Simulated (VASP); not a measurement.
Input of a VASP 6.6.1 run:

Contents of INCAR:

```
SYSTEM = Li2O
ALGO     = Normal         ! electronic algorithm
EDIFF    = 1E-6           ! SCF threshold, eV
ENCUT    = 750            ! plane-wave cutoff, eV
GGA_COMPAT= .False.      
ISIF     = 2              ! what is computed and relaxed
ISMEAR   = 0              ! smearing method
LASPH    = .True.         ! aspherical terms in the spheres
LCHARG   = .True.         ! write CHGCAR
LELF     = .True.         ! ELF
LREAL    = .False.        ! projectors in reciprocal space
LVHAR    = .True.       
LWAVE    = .False.        ! write WAVECAR
NBANDS   = 13             ! bands
NELM     = 120            ! most SCF steps
PREC     = Accurate       ! precision mode
SIGMA    = 0.02           ! smearing width, eV
```

File KPOINTS:

```
k-points
0
Gamma
  10 10 10
  0 0 0
```

The input POSCAR:

```
Li2O
1.0
    0.0000000000      2.2459295822      2.2459295822
    2.2459295822      0.0000000000      2.2459295822
    2.2459295822      2.2459295822      0.0000000000
Li O
2 1
Direct
    0.2500000000      0.2500000000      0.2500000000
    0.7500000000      0.7500000000      0.7500000000
    0.0000000000      0.0000000000      0.0000000000
```

Potentials or basis: VASP PAW LDA potentials, release 64 (Li_sv, O).

Run with:

```console
$ cat potpaw_LDA.64/Li_sv/POTCAR potpaw_LDA.64/O/POTCAR > POTCAR
$ mpirun -np 1 vasp_std > vasp.out
```

Task: Estimate the pressure.

Result: -0.2 GPa.

Task: Estimate the band gap on the k mesh.

Result: 4.95 eV, indirect (least direct gap 5.89 eV).

A k mesh can miss the band edges. Expect the measured gap to be larger: semilocal functionals such as LDA lack the derivative discontinuity.
